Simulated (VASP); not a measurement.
# AgCl (F-43m) in VASP: further runs, part 2 of 2

VASP 6.6.1. The steps go on from the part before.

### Step 3. Single point, r2SCAN

Input file POSCAR:

```
AgCl
1.0
    0.0000000000      2.9932461729      2.9932461729
    2.9932461729      0.0000000000      2.9932461729
    2.9932461729      2.9932461729      0.0000000000
Ag Cl
1 1
Direct
    0.0000000000      0.0000000000      0.0000000000
    0.2500000000      0.2500000000      0.2500000000
```

Input file INCAR.step1:

```
PREC = Accurate
ENCUT = 520
ISMEAR = 0
SIGMA = 0.01
LREAL = F
LASPH = T
NELM = 80
NBANDS = 16
GGA = PE
ALGO = Normal
EDIFF = 1E-4
LWAVE = T
LCHARG = F
```

Input file INCAR.step2:

```
PREC = Accurate
ENCUT = 520
EDIFF = 1E-6
ISMEAR = 0
SIGMA = 0.01
LREAL = F
LASPH = T
NELM = 80
ALGO = Normal
ISIF = 2
LWAVE = F
LCHARG = T
METAGGA = R2SCAN
LMIXTAU = T
LELF = T
LVHAR = T
NBANDS = 16
ISTART = 1
```

Input file KPOINTS:

```
Automatic mesh
0
Gamma
  6 6 6
```

Potentials or basis: VASP PAW PBE potentials, release 64 (Ag, Cl).

Launch:

```bash
$ cat potpaw_PBE.64/Ag/POTCAR potpaw_PBE.64/Cl/POTCAR > POTCAR
$ cp INCAR.step1 INCAR
$ mpirun -np 1 vasp_std > vasp.out
$ cp INCAR.step2 INCAR
$ mpirun -np 1 vasp_std > vasp.out
```

OUTCAR:

```text
PREC = Accurate
   ENCUT = 520
   EDIFF = 1E-6
   ISMEAR = 0
   LREAL = F
   LASPH = T
   NELM = 80
   ISIF = 2
   METAGGA = R2SCAN
   ISTART = 1

 ion  position               nearest neighbor table
   1  0.000  0.000  0.000-   2 2.59   2 2.59   2 2.59   2 2.59
   2  0.250  0.250  0.250-   1 2.59   1 2.59   1 2.59   1 2.59

  LATTYP: Found a face centered cubic cell.
 ALAT       =     5.9864923458

  Lattice vectors:

 A1 = (   0.0000000000,   2.9932461729,   2.9932461729)
 A2 = (   2.9932461729,   0.0000000000,   2.9932461729)
 A3 = (   2.9932461729,   2.9932461729,   0.0000000000)

Analysis of symmetry for initial positions (statically):
=====================================================================
 Subroutine PRICEL returns:
 Original cell was already a primitive cell.

 Routine SETGRP: Setting up the symmetry group for a
 face centered cubic supercell.

 Subroutine GETGRP returns: Found 24 space group operations
 (whereof 24 operations were pure point group operations)
 out of a pool of 48 trial point group operations.

The static configuration has the point symmetry T_d .

Analysis of symmetry for dynamics (positions and initial velocities):
=====================================================================
 Subroutine PRICEL returns:
 Original cell was already a primitive cell.

 Routine SETGRP: Setting up the symmetry group for a
 face centered cubic supercell.

 Subroutine GETGRP returns: Found 24 space group operations
 (whereof 24 operations were pure point group operations)
 out of a pool of 48 trial point group operations.

The dynamic configuration has the point symmetry T_d .

 Subroutine INISYM returns: Found 24 space group operations
 (whereof 24 operations are pure point group operations),
 and found     1 'primitive' translations

----------------------------------------------------------------------------------------

                                     Primitive cell

  volume of cell :      53.6361

  direct lattice vectors                    reciprocal lattice vectors
     0.000000000  2.993246173  2.993246173    -0.167042726  0.167042726  0.167042726
     2.993246173  0.000000000  2.993246173     0.167042726 -0.167042726  0.167042726
     2.993246173  2.993246173  0.000000000     0.167042726  0.167042726 -0.167042726

  length of vectors
     4.233089333  4.233089333  4.233089333     0.289326488  0.289326488  0.289326488

  position of ions in fractional coordinates (direct lattice)
     0.000000000  0.000000000  0.000000000
     0.250000000  0.250000000  0.250000000

  ion indices of the primitive-cell ions
   primitive index   ion index
                 1           1
                 2           2

----------------------------------------------------------------------------------------

 KPOINTS: Automatic mesh

Automatic generation of k-mesh.
 Grid dimensions read from file:
 generate k-points for:    6    6    6

 Generating k-lattice:

  Cartesian coordinates                     Fractional coordinates (reciprocal lattice)
    -0.027840454  0.027840454  0.027840454     0.166666667  0.000000000  0.000000000
     0.027840454 -0.027840454  0.027840454     0.000000000  0.166666667  0.000000000
     0.027840454  0.027840454 -0.027840454     0.000000000  0.000000000  0.166666667

  Length of vectors
     0.048221081  0.048221081  0.048221081

  Shift w.r.t. Gamma in fractional coordinates (k-lattice)
     0.000000000  0.000000000  0.000000000

 Subroutine IBZKPT returns following result:
 ===========================================

 Found     16 irreducible k-points:

 Following reciprocal coordinates:
            Coordinates               Weight
  0.000000  0.000000  0.000000      1.000000
  0.166667  0.000000  0.000000      8.000000
  0.333333  0.000000  0.000000      8.000000
  0.500000  0.000000  0.000000      4.000000
  0.166667  0.166667  0.000000      6.000000
  0.333333  0.166667  0.000000     24.000000
[... 8 lines left out ...]
 -0.333333  0.333333  0.166667     24.000000
 -0.333333  0.500000  0.166667     12.000000
   k-points           NKPTS =     16   k-points in BZ     NKDIM =     16   number of bands    NBANDS=     16
   number of dos      NEDOS =    301   number of ions     NIONS =      2
   total plane-waves  NPLWV =  32768
   dimension x,y,z NGX =    32 NGY =   32 NGZ =   32
   dimension x,y,z NGXF=    64 NGYF=   64 NGZF=   64
   ions per type =               1   1
   NGX,Y,Z   is equivalent  to a cutoff of  12.57, 12.57, 12.57 a.u.
   NGXF,Y,Z  is equivalent  to a cutoff of  25.13, 25.13, 25.13 a.u.
 SYSTEM =  unknown system
   PREC   = accura    normal or accurate (medium, high low for compatibility)
   ISTART =      1    job   : 0-new  1-cont  2-samecut
   ICHARG =      0    charge: 1-file 2-atom 10-const
   ISPIN  =      1    spin polarized calculation?
   LNONCOLLINEAR =      F non collinear calculations
   LSORBIT =      F    spin-orbit coupling
   LASPH  =      T    aspherical Exc in radial PAW
   ENCUT  =  520.0 eV  38.22 Ry    6.18 a.u.   7.87  7.87  7.87*2*pi/ulx,y,z
   NELM   =     80;   NELMIN=  2; NELMDL=  0     # of ELM steps
   EDIFF  = 0.1E-05   stopping-criterion for ELM
   LREAL  =      F    real-space projection
[... 7 lines left out ...]
   TEBEG  =    0.0;   TEEND  =   0.0 temperature during run
   PSTRESS=    0.0 pullay stress
   NELECT =      18.0000    total number of electrons
   NUPDOWN=      -1.0000    fix difference up-down
   EMIN   =  10.00;   EMAX   =-10.00  energy-range for DOS
   EFERMI =   0.00;   METHOD = LEGACY
   ISMEAR =     0;   SIGMA  =   0.01  broadening in eV -4-tet -1-fermi 0-gaus
   EFERMI_NEDOS =   21; number of points for ismear=-14 and -15
   IALGO  =     38    algorithm
   IMIX   =      4    mixing-type and parameters
     AMIX     =   0.40;   BMIX     =  1.00
     AMIX_MAG =   1.60;   BMIX_MAG =  1.00
  volume/ion in A,a.u.               =      26.82       180.98
  Fermi-wavevector in a.u.,A,eV,Ry     =   1.137662  2.149869 17.609676  1.294275
  Thomas-Fermi vector in A             =   2.274367
   LORBIT       =      0    0 simple, 1 ext, 2 COOP (PROOUT), +10 PAW based schemes
   METAGGA = R2SCAN    functional components
   LHFCALC =     F    Hartree Fock is set to
   AEXX    =    0.0000 exact exchange contribution
   IVDW    =     0    specifies the selected vdW correction
   LEPSILON=     F    determine dielectric tensor
   LRPA    =     F    only Hartree local field effects (RPA)
 non-spin polarized calculation
 Gauss-broadening in eV      SIGMA  =   0.01
  energy-cutoff  :      520.00
  volume of cell :       53.64
 maximum number of plane-waves:      1464
   NGX = 15   NGY = 15   NGZ = 15

 number of electron      17.9999995 magnetization

 Free energy of the ion-electron system (eV)
  ---------------------------------------------------
  ext. energy  EPLUGINS =         0.00000000
  ---------------------------------------------------
  free energy    TOTEN  =       -28.54382860 eV

  energy without entropy =      -28.54382860  energy(sigma->0) =      -28.54382860

 E-fermi :   1.5547     XC(G=0):  -9.1055

 val. band max:        1.4716679346   @ k =   0.0000   0.0000   0.0000
 cond. band min:       3.0711845917   @ k =   0.0000   0.0000   0.0000
 fundamental gap:      1.5995166571
 Fermi energy:         1.5546518813

 k-point     1 :       0.0000    0.0000    0.0000
  band No.  band energies     occupation
      1     -14.0602      2.00000
      2      -2.7492      2.00000
      3      -2.7492      2.00000
      4      -2.7492      2.00000
      5      -0.6564      2.00000
      6      -0.6564      2.00000
[... 8 lines left out ...]
     15      14.6690      0.00000
     16      14.6691      0.00000

 k-point     2 :       0.1667    0.0000    0.0000
  band No.  band energies     occupation
      1     -14.0164      2.00000
      2      -2.8104      2.00000
      3      -2.6969      2.00000
      4      -2.6969      2.00000
      5      -0.6618      2.00000
      6      -0.6618      2.00000
[... 8 lines left out ...]
     15      13.8601      0.00000
     16      14.6596      0.00000
[... 235 lines left out ...]
      5      -0.7328      2.00000
      6      -0.5771      2.00000
[... 8 lines left out ...]
     15      14.9307      0.00000
     16      15.9965      0.00000

 k-point    16 :      -0.3333    0.5000    0.1667
  band No.  band energies     occupation
      1     -13.8255      2.00000
      2      -2.8786      2.00000
      3      -2.4092      2.00000
      4      -2.2146      2.00000
      5      -0.6593      2.00000
      6      -0.4749      2.00000
[... 8 lines left out ...]
     15      15.6111      0.00000
     16      15.6791      0.00000

------------------------ aborting loop because EDIFF is reached ----------------------------------------

  FORCE on cell =-STRESS in cart. coord.  units (eV):
  Direction    XX          YY          ZZ          XY          YZ          ZX
  --------------------------------------------------------------------------------------
  -------------------------------------------------------------------------------------
  Total       -0.0157366     -0.0157366     -0.0157366     -0.0000000     -0.0000000      0.0000000
  in kB       -0.4700732     -0.4700732     -0.4700732     -0.0000000     -0.0000000      0.0000000
  external PRESSURE =      -0.4700732 kB  Pullay stress =       0.0000000 kB

 VOLUME and BASIS-vectors are now :
 -----------------------------------------------------------------------------
  energy-cutoff  :      520.00
  volume of cell :       53.64
      direct lattice vectors                 reciprocal lattice vectors
     0.000000000  2.993246173  2.993246173    -0.167042726  0.167042726  0.167042726
     2.993246173  0.000000000  2.993246173     0.167042726 -0.167042726  0.167042726
     2.993246173  2.993246173  0.000000000     0.167042726  0.167042726 -0.167042726

 POSITION                                       TOTAL-FORCE (eV/Angst)
 -----------------------------------------------------------------------------------
      0.00000      0.00000      0.00000        -0.000000     -0.000000     -0.000000
      1.49662      1.49662      1.49662         0.000000      0.000000      0.000000
 -----------------------------------------------------------------------------------
    total drift:                                0.000006      0.000006      0.000006

  FREE ENERGIE OF THE ION-ELECTRON SYSTEM (eV)
  ---------------------------------------------------
  free  energy   TOTEN  =       -28.5438286020 eV

  energy  without entropy=      -28.5438286020  energy(sigma->0) =      -28.54382860
```

Wall time 20 s (1 thread of Intel Xeon 6975P-C (Granite Rapids), shared host); peak memory 0.18 GiB.

What came out:

| Quantity | Value |
| --- | --- |
| Free energy | -28.5438 eV |
| Pressure | 0.0 GPa |
| Band gap on the k mesh | 1.60 eV, direct |

Levels at points of the mesh, in eV from the valence-band top:
```tsv
k point	band 5	band 6	band 7	band 8	band 9	band 10	band 11	band 12	band 13	band 14
(0.00, 0.00, 0.00)	-2.13	-2.13	0.00	0.00	0.00	1.60	8.67	8.67	8.67	13.20
(0.50, 0.00, 0.00)	-2.06	-2.06	-1.97	-0.58	-0.58	4.21	6.99	8.95	8.95	12.21
(0.50, 0.50, 0.00)	-2.08	-1.98	-1.70	-1.37	-1.37	5.08	5.96	8.95	11.33	11.33
```

Caveat: the PAW data sets were made with another functional, which shifts forces and pressure a little. r2SCAN opens gaps a little over a GGA but as a rule still falls short of measured ones.
